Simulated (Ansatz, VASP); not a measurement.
# MnS in VASP and in Ansatz

```
CELL_PARAMETERS angstrom
0.00000 2.58939 2.58939
2.58939 0.00000 2.58939
2.58939 2.58939 0.00000
ATOMIC_POSITIONS crystal
Mn 0.00000 0.00000 0.00000
S 0.50000 0.50000 0.50000
```

Alike in both runs: task single point; functional PBE; k mesh 12 × 12 × 12; occupations gaussian, width 0.05 eV; collinear spin.

```csv
,VASP,Ansatz
version,VASP 6.6.1,Ansatz 0.2.0
potentials or method,"VASP PAW PBE potentials, release 64 (Mn_pv, S), cutoff 520 eV","scalar-relativistic, plane waves, PAW"
valence electrons in the cell,19,21
```

Ansatz gave:

* gap on the k mesh at the Fermi level (eV): none
* pressure (GPa): -2.6
* net moment per atom (μB): 2.31
* size of the moment on the site where the two differ most (μB): 4.15

What did VASP give for the same quantities?

gap on the k mesh at the Fermi level (eV): none; pressure (GPa): -2.5; net moment per atom (μB): 2.31; size of the moment on the site where the two differ most (μB): 4.20.

Site moments also hang on the region over which each program counts them. A gap of «none» marks a metal or a gap that the smearing closes. VASP's potentials hold 19 valence electrons a cell and Ansatz's 21, so a difference there can come from the potentials and not from the codes.
